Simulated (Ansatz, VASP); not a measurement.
Os in VASP and in Ansatz

```xyz
1
Lattice="2.4548 0.0000 0.0000 0.0000 2.4548 0.0000 0.0000 0.0000 2.4548" Properties=species:S:1:pos:R:3 pbc="T T T"
Os    0.0000    0.0000    0.0000
```

Alike in both runs: task relaxation of cell and atoms; functional PBE; k mesh 8 × 8 × 8; occupations gaussian, width 0.1 eV; no spin polarisation.

```csv
,VASP,Ansatz
version,VASP 6.6.1,Ansatz 0.2.0
potentials or method,"VASP PAW PBE potentials, release 64 (Os), cutoff 600 eV","scalar-relativistic, plane waves, PAW"
valence electrons in the cell,8,16
```

|  | VASP | Ansatz | Ansatz less VASP |
| --- | --- | --- | --- |
| gap on the k mesh at the Fermi level, each at its own relaxed structure (eV) | none | none | - |
| relaxed volume (Å³/atom) | 16.69 | 16.71 | +0.016 |
| relaxed cell length with the largest relative difference (Å) | 2.556 | 2.557 | +0.0008 |

A gap of «none» marks a metal or a gap that the smearing closes. VASP's potentials hold 8 valence electrons a cell and Ansatz's 16, so a difference there can come from the potentials and not from the codes.

Spin-orbit coupling is off throughout.
